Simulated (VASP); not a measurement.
# NaH (P6_3/mmc) in VASP: further runs, part 2 of 3

VASP 6.6.1.

### Step 3. Single point, PBE

The input, INCAR:

```
PREC = Accurate ; ENCUT = 520
EDIFF = 1E-6 ; ISMEAR = 0
SIGMA = 0.01 ; LREAL = False
LASPH = True ; NELM = 80
ALGO = Normal ; ISIF = 2
LWAVE = False ; LCHARG = False
GGA = PE ; NBANDS = 16
```

The input, KPOINTS:

```
regular mesh
0
Gamma
  6 6 4
```

The input, POSCAR:

```
NaH
1.0
    3.9532815515      0.0000000000      0.0000000000
   -1.9766407757      3.4236422520      0.0000000000
    0.0000000000      0.0000000000      4.8282923105
Na H
2 2
Direct
    0.3333333333      0.6666666667     -0.0624996804
    0.6666666667      0.3333333333      0.4375003196
    0.3333333333      0.6666666667      0.4374996804
    0.6666666667      0.3333333333      0.9374996804
```

Potentials or basis: VASP PAW PBE potentials, release 64 (Na_pv, H).

Launch:

```sh
$ cat potpaw_PBE.64/Na_pv/POTCAR potpaw_PBE.64/H/POTCAR > POTCAR
$ mpirun -np 1 vasp_std > vasp.out
```

OUTCAR:

```text
PREC = Accurate
   ENCUT = 520
   EDIFF = 1E-6
   ISMEAR = 0
   LREAL = False
   LASPH = True
   NELM = 80
   ISIF = 2
   GGA = PE

 ion  position               nearest neighbor table
   1  0.333  0.667  0.938-
   2  0.667  0.333  0.438-
   3  0.333  0.667  0.437-
   4  0.667  0.333  0.937-

  LATTYP: Found a hexagonal cell.
 ALAT       =     3.9532815515
 C/A-ratio  =     1.2213378298

  Lattice vectors:

 A1 = (   3.9532815515,   0.0000000000,   0.0000000000)
 A2 = (  -1.9766407757,   3.4236422520,   0.0000000000)
 A3 = (   0.0000000000,   0.0000000000,   4.8282923105)

Analysis of symmetry for initial positions (statically):
=====================================================================
 Subroutine PRICEL returns:
 Original cell was already a primitive cell.

 Routine SETGRP: Setting up the symmetry group for a
 hexagonal supercell.

 Subroutine GETGRP returns: Found 24 space group operations
 (whereof  6 operations were pure point group operations)
 out of a pool of 24 trial point group operations.

The static configuration has the point symmetry C_3v.
 The point group associated with its full space group is D_6h.

Analysis of symmetry for dynamics (positions and initial velocities):
=====================================================================
 Subroutine PRICEL returns:
 Original cell was already a primitive cell.

 Routine SETGRP: Setting up the symmetry group for a
 hexagonal supercell.

 Subroutine GETGRP returns: Found 24 space group operations
 (whereof  6 operations were pure point group operations)
 out of a pool of 24 trial point group operations.

The dynamic configuration has the point symmetry C_3v.
 The point group associated with its full space group is D_6h.

 Subroutine INISYM returns: Found 24 space group operations
 (whereof  6 operations are pure point group operations),
 and found     1 'primitive' translations

----------------------------------------------------------------------------------------

                                     Primitive cell

  volume of cell :      65.3491

  direct lattice vectors                    reciprocal lattice vectors
     3.953281551  0.000000000  0.000000000     0.252954409  0.146043296  0.000000000
    -1.976640776  3.423642252  0.000000000     0.000000000  0.292086593  0.000000000
     0.000000000  0.000000000  4.828292311     0.000000000  0.000000000  0.207112564

  length of vectors
     3.953281551  3.953281552  4.828292311     0.292086593  0.292086593  0.207112564

  position of ions in fractional coordinates (direct lattice)
     0.333333333  0.666666667  0.937500320
     0.666666667  0.333333333  0.437500320
     0.333333333  0.666666667  0.437499680
     0.666666667  0.333333333  0.937499680

  ion indices of the primitive-cell ions
   primitive index   ion index
                 1           1
                 2           2
                 3           3
                 4           4

----------------------------------------------------------------------------------------

 KPOINTS: regular mesh

Automatic generation of k-mesh.
 Grid dimensions read from file:
 generate k-points for:    6    6    4

 Generating k-lattice:

  Cartesian coordinates                     Fractional coordinates (reciprocal lattice)
     0.042159068  0.024340549  0.000000000     0.166666667  0.000000000  0.000000000
     0.000000000  0.048681099  0.000000000     0.000000000  0.166666667  0.000000000
     0.000000000  0.000000000  0.051778141     0.000000000  0.000000000  0.250000000

  Length of vectors
     0.048681099  0.048681099  0.051778141

  Shift w.r.t. Gamma in fractional coordinates (k-lattice)
     0.000000000  0.000000000  0.000000000

 Subroutine IBZKPT returns following result:
 ===========================================

 Found     21 irreducible k-points:

 Following reciprocal coordinates:
            Coordinates               Weight
  0.000000  0.000000  0.000000      1.000000
  0.166667  0.000000  0.000000      6.000000
  0.333333  0.000000  0.000000      6.000000
  0.500000  0.000000  0.000000      3.000000
  0.166667  0.166667  0.000000      6.000000
  0.333333  0.166667  0.000000     12.000000
[... 13 lines left out ...]
  0.333333  0.166667  0.500000     12.000000
  0.333333  0.333333  0.500000      2.000000
   k-points           NKPTS =     21   k-points in BZ     NKDIM =     21   number of bands    NBANDS=     16
   number of dos      NEDOS =    301   number of ions     NIONS =      4
   total plane-waves  NPLWV =  32400
   dimension x,y,z NGX =    30 NGY =   30 NGZ =   36
   dimension x,y,z NGXF=    60 NGYF=   60 NGZF=   72
   ions per type =               2   2
   NGX,Y,Z   is equivalent  to a cutoff of  12.62, 12.62, 12.40 a.u.
   NGXF,Y,Z  is equivalent  to a cutoff of  25.23, 25.23, 24.79 a.u.
 SYSTEM =  unknown system
   PREC   = accura    normal or accurate (medium, high low for compatibility)
   ISTART =      0    job   : 0-new  1-cont  2-samecut
   ICHARG =      2    charge: 1-file 2-atom 10-const
   ISPIN  =      1    spin polarized calculation?
   LNONCOLLINEAR =      F non collinear calculations
   LSORBIT =      F    spin-orbit coupling
   LASPH  =      T    aspherical Exc in radial PAW
   ENCUT  =  520.0 eV  38.22 Ry    6.18 a.u.   7.35  7.35  8.98*2*pi/ulx,y,z
   NELM   =     80;   NELMIN=  2; NELMDL= -5     # of ELM steps
   EDIFF  = 0.1E-05   stopping-criterion for ELM
   LREAL  =      F    real-space projection
   EDIFFG = 0.1E-04   stopping-criterion for IOM
   NSW    =      0    number of steps for IOM
   IBRION =     -1    ionic relax: 0-MD 1-quasi-New 2-CG
   NFREE  =      0    steps in history (QN), initial steepest desc. (CG)
   ISIF   =      2    stress and relaxation
   ISYM   =      2    0-nonsym 1-usesym 2-fastsym
   POTIM  = 0.5000    time-step for ionic-motion
   TEBEG  =    0.0;   TEEND  =   0.0 temperature during run
   PSTRESS=    0.0 pullay stress
   NELECT =      16.0000    total number of electrons
   NUPDOWN=      -1.0000    fix difference up-down
   EMIN   =  10.00;   EMAX   =-10.00  energy-range for DOS
   EFERMI =   0.00;   METHOD = LEGACY
   ISMEAR =     0;   SIGMA  =   0.01  broadening in eV -4-tet -1-fermi 0-gaus
   EFERMI_NEDOS =   21; number of points for ismear=-14 and -15
   IALGO  =     38    algorithm
   IMIX   =      4    mixing-type and parameters
     AMIX     =   0.40;   BMIX     =  1.00
     AMIX_MAG =   1.60;   BMIX_MAG =  1.00
  volume/ion in A,a.u.               =      16.34       110.25
  Fermi-wavevector in a.u.,A,eV,Ry     =   1.024161  1.935384 14.271231  1.048906
  Thomas-Fermi vector in A             =   2.157933
   LORBIT       =      0    0 simple, 1 ext, 2 COOP (PROOUT), +10 PAW based schemes
   GGA     = PE    functional components
   LHFCALC =     F    Hartree Fock is set to
   AEXX    =    0.0000 exact exchange contribution
   IVDW    =     0    specifies the selected vdW correction
   LEPSILON=     F    determine dielectric tensor
   LRPA    =     F    only Hartree local field effects (RPA)
 non-spin polarized calculation
 Gauss-broadening in eV      SIGMA  =   0.01
  energy-cutoff  :      520.00
  volume of cell :       65.35
 maximum number of plane-waves:      1794
 NGX is ok and might be reduce to    30
   NGX = 15   NGY = 15   NGZ = 17

 number of electron      16.0000024 magnetization

 Free energy of the ion-electron system (eV)
  ---------------------------------------------------
  ext. energy  EPLUGINS =         0.00000000
  ---------------------------------------------------
  free energy    TOTEN  =       -10.07301723 eV

  energy without entropy =      -10.07301723  energy(sigma->0) =      -10.07301723

 E-fermi :  -1.3339     XC(G=0):  -7.1039

 val. band max:       -1.4231690463   @ k =   0.1667   0.0000   0.0000
 cond. band min:       1.9054045439   @ k =   0.3333   0.3333   0.0000
 fundamental gap:      3.3285735902
 Fermi energy:        -1.3338824796

 k-point     1 :       0.0000    0.0000    0.0000
  band No.  band energies     occupation
      1     -23.7227      2.00000
      2     -23.6842      2.00000
      3     -23.6841      2.00000
      4     -23.6559      2.00000
      5     -23.6559      2.00000
      6     -23.6361      2.00000
[... 376 lines left out ...]
      3     -23.6812      2.00000
      4     -23.6812      2.00000
      5     -23.6440      2.00000
      6     -23.6440      2.00000
[... 8 lines left out ...]
     15      13.1664      0.00000
     16      13.1664      0.00000

------------------------ aborting loop because EDIFF is reached ----------------------------------------

  FORCE on cell =-STRESS in cart. coord.  units (eV):
  Direction    XX          YY          ZZ          XY          YZ          ZX
  --------------------------------------------------------------------------------------
  -------------------------------------------------------------------------------------
  Total        0.1259275      0.1259275      0.1707533      0.0000000      0.0000000      0.0000000
  in kB        3.0873891      3.0873891      4.1863919      0.0000000      0.0000000      0.0000000
  external PRESSURE =       3.4537234 kB  Pullay stress =       0.0000000 kB

 VOLUME and BASIS-vectors are now :
 -----------------------------------------------------------------------------
  energy-cutoff  :      520.00
  volume of cell :       65.35
      direct lattice vectors                 reciprocal lattice vectors
     3.953281551  0.000000000  0.000000000     0.252954409  0.146043296  0.000000000
    -1.976640776  3.423642252  0.000000000     0.000000000  0.292086593  0.000000000
     0.000000000  0.000000000  4.828292311     0.000000000  0.000000000  0.207112564

 POSITION                                       TOTAL-FORCE (eV/Angst)
 -----------------------------------------------------------------------------------
     -0.00000      2.28243      4.52653        -0.000000      0.000000      0.000000
      1.97664      1.14121      2.11238         0.000000     -0.000000      0.000000
     -0.00000      2.28243      2.11238        -0.000000      0.000000     -0.000000
      1.97664      1.14121      4.52652        -0.000000     -0.000000     -0.000000
 -----------------------------------------------------------------------------------
    total drift:                               -0.000000      0.000000      0.000245

  FREE ENERGIE OF THE ION-ELECTRON SYSTEM (eV)
  ---------------------------------------------------
  free  energy   TOTEN  =       -10.0730172279 eV

  energy  without entropy=      -10.0730172279  energy(sigma->0) =      -10.07301723
```

OSZICAR:

```text
N       E                     dE             d eps       ncg     rms          rms(c)
DAV:   1     0.115181208141E+03    0.11518E+03   -0.85237E+03   672   0.105E+03
DAV:   2    -0.500880657361E+01   -0.12019E+03   -0.11627E+03   704   0.294E+02
DAV:   3    -0.110511556022E+02   -0.60423E+01   -0.60285E+01   888   0.705E+01
DAV:   4    -0.111280151082E+02   -0.76860E-01   -0.76857E-01   720   0.904E+00
DAV:   5    -0.111293379922E+02   -0.13229E-02   -0.13229E-02   928   0.114E+00    0.488E+00
DAV:   6    -0.102712250187E+02    0.85811E+00   -0.34006E-01   872   0.368E+00    0.223E+00
DAV:   7    -0.100503213177E+02    0.22090E+00   -0.44469E-01   824   0.293E+00    0.562E-01
DAV:   8    -0.100722038482E+02   -0.21883E-01   -0.34585E-02   688   0.152E+00    0.150E-01
DAV:   9    -0.100730001070E+02   -0.79626E-03   -0.54803E-03   744   0.629E-01    0.490E-02
DAV:  10    -0.100729414886E+02    0.58618E-04   -0.30852E-04   760   0.118E-01    0.152E-02
DAV:  11    -0.100730236646E+02   -0.82176E-04   -0.86666E-05   680   0.513E-02    0.170E-02
DAV:  12    -0.100730170011E+02    0.66635E-05   -0.92617E-06   840   0.174E-02    0.283E-03
DAV:  13    -0.100730172279E+02   -0.22678E-06   -0.14325E-06   752   0.640E-03
   1 F= -.10073017E+02 E0= -.10073017E+02  d E =-.560870E-38
```

stdout:

```text
POSCAR found type information on POSCAR NaH
 POSCAR found :  2 types and       4 ions
 scaLAPACK will be used
 LDA part: xc-table for (Slater+PW92), standard interpolation
 POSCAR, INCAR and KPOINTS ok, starting setup
 FFT: planning ... GRIDC
 FFT: planning ... GRID_SOFT
 FFT: planning ... GRID
 WAVECAR not read
 entering main loop
```

Run time: 18 s. Hardware: 1 thread of Intel Xeon Platinum 8488C (Sapphire Rapids), shared host; peak memory 0.17 GiB.

Results:

```yaml
Free_energy: -10.0730 eV
Pressure: 0.3 GPa
Band_gap_on_the_k_mesh: 3.33 eV, indirect (least direct gap 4.24 eV)
```

Stress tensor (GPa, compression positive):
```
0.31 0.00 0.00
0.00 0.31 0.00
0.00 0.00 0.42
```

A k mesh can miss the band edges.

[end of part 2 of 3]
